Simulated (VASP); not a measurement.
The system is Al2O3.

```
Al O
1.0
     2.88433    0.00000    0.00000
    -1.44216    2.49790    0.00000
     0.00000    0.00000    9.33675
Al O
2 3
Direct
  0.00000 0.00000 0.14999
  0.00000 0.00000 0.85001
  0.33333 0.66667 0.22232
  0.66667 0.33333 0.00000
  0.33333 0.66667 0.77768
```

```yaml
Program: VASP 6.6.1
Task: relaxation of cell and atoms
Functional: BLYP
Dispersion: D3(BJ)
Potentials_or_basis: VASP PAW PBE potentials, release 64 (Al, O)
Cutoff: 700 eV
k_mesh: 4 × 4 × 2, shifted
Occupations: gaussian, width 0.01 eV
Spin: no spin polarisation
```

At the start: pressure -1.6 GPa; volume 13.45 Å³/atom.

Question: How do energy, volume and symmetry change on relaxing?

Answer: Over 56 steps the energy falls by 46.5 meV/atom and the volume is 10.27 Å³/atom (-23.7 %); space group P-6m2 (No. 187, to 0.1 Å) before, Amm2 (No. 38, to 0.1 Å).

Step by step:
| step | energy change (eV) | largest force (eV/Å) | pressure (GPa) | volume (Å³) |
| --- | --- | --- | --- | --- |
| 1 | 0.0000 | 0.1086 | -1.62 | 67.27 |
| 3 | -0.0037 | 0.0753 | -0.11 | 66.63 |
| 5 | -0.0045 | 0.1008 | 0.01 | 66.41 |
| 7 | -0.0084 | 0.1113 | 0.02 | 65.88 |
| 9 | -0.0168 | 0.4291 | 0.17 | 63.48 |
| 11 | -0.0179 | 0.4284 | 0.14 | 63.39 |
| 13 | -0.0228 | 0.4241 | 0.01 | 62.94 |
| 15 | -0.0438 | 0.4160 | -0.37 | 61.15 |
| 17 | -0.1182 | 0.6367 | 0.83 | 53.83 |
| 19 | 0.1246 | 1.5006 | 6.78 | 53.58 |
| 21 | 0.2039 | 1.8894 | 8.80 | 52.20 |
| 23 | 0.2446 | 2.1207 | 9.96 | 51.16 |
| 25 | 0.2551 | 2.1842 | 10.29 | 50.84 |
| 27 | 0.2527 | 2.2238 | 10.37 | 50.44 |
| 29 | 0.2538 | 2.2435 | 10.45 | 50.28 |
| 31 | 0.2455 | 2.2085 | 10.31 | 50.30 |
| 33 | 0.2094 | 2.0526 | 9.68 | 50.36 |
| 35 | 0.0840 | 1.4544 | 7.26 | 50.62 |
| 37 | -0.1405 | 0.6818 | -0.85 | 51.65 |
| 39 | -0.1586 | 0.5751 | -1.26 | 51.67 |
| 41 | -0.2144 | 0.4849 | -1.14 | 51.24 |
| 43 | -0.2235 | 0.2188 | -0.37 | 51.16 |
| 45 | -0.2285 | 0.0780 | 0.54 | 50.98 |
| 47 | -0.2302 | 0.0519 | 0.04 | 51.12 |
| 49 | -0.2306 | 0.0477 | 0.02 | 51.16 |
| 51 | -0.2321 | 0.0556 | -0.03 | 51.35 |
| 53 | -0.2323 | 0.0193 | -0.08 | 51.36 |
| 55 | -0.2324 | 0.0175 | 0.09 | 51.33 |
| 56 | -0.2324 | 0.0094 | 0.00 | 51.35 |

Final structure:
```
Al O
1.0
     2.83773    0.09181    0.00000
    -1.33936    2.50345    0.00000
     0.00000    0.00000    7.10572
Al O
2 3
Direct
  0.98205 0.01795 0.19955
  0.98205 0.01795 0.80045
  0.32841 0.67159 0.29198
  0.71242 0.28758 0.00000
  0.32841 0.67159 0.70802
```

Caveat: the volume moved by over 15 % at a fixed basis, so the end points are rough; the PAW data sets were made with another functional, which shifts forces and pressure a little.
